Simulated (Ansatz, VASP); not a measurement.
## TiB2: VASP beside Ansatz

```
Ti B
1.0
     3.02920    0.00000    0.00000
    -1.51460    2.62336    0.00000
     0.00000    0.00000    3.22840
Ti B
1 2
Direct
  0.00000 0.00000 0.00000
  0.33333 0.66667 0.50000
  0.66667 0.33333 0.50000
```

Alike in both runs: task relaxation of cell and atoms; functional LDA; k mesh 12 × 12 × 10; occupations fermi-dirac, width 0.1 eV; no spin polarisation.

|  | VASP | Ansatz |
| --- | --- | --- |
| version | VASP 6.6.1 | Ansatz 0.2.0 |
| potentials or method | VASP PAW LDA potentials, release 64 (Ti_sv, B), cutoff 500 eV | PAW plane waves |
| valence electrons in the cell | 18 | 18 |

|  | VASP | Ansatz | Ansatz less VASP |
| --- | --- | --- | --- |
| gap on the k mesh at the Fermi level, each at its own relaxed structure (eV) | none | none | - |
| relaxed volume (Å³/atom) | 8.19 | 8.18 | -0.011 |
| relaxed cell length with the largest relative difference (Å) | 3.162 | 3.160 | -0.0020 |

Ansatz warns that its potentials were made for another functional, while VASP's fit it. LDA's correlation is that of Perdew and Zunger in VASP and of Perdew and Wang (1992) in Ansatz. A gap of «none» marks a metal or a gap that the smearing closes.
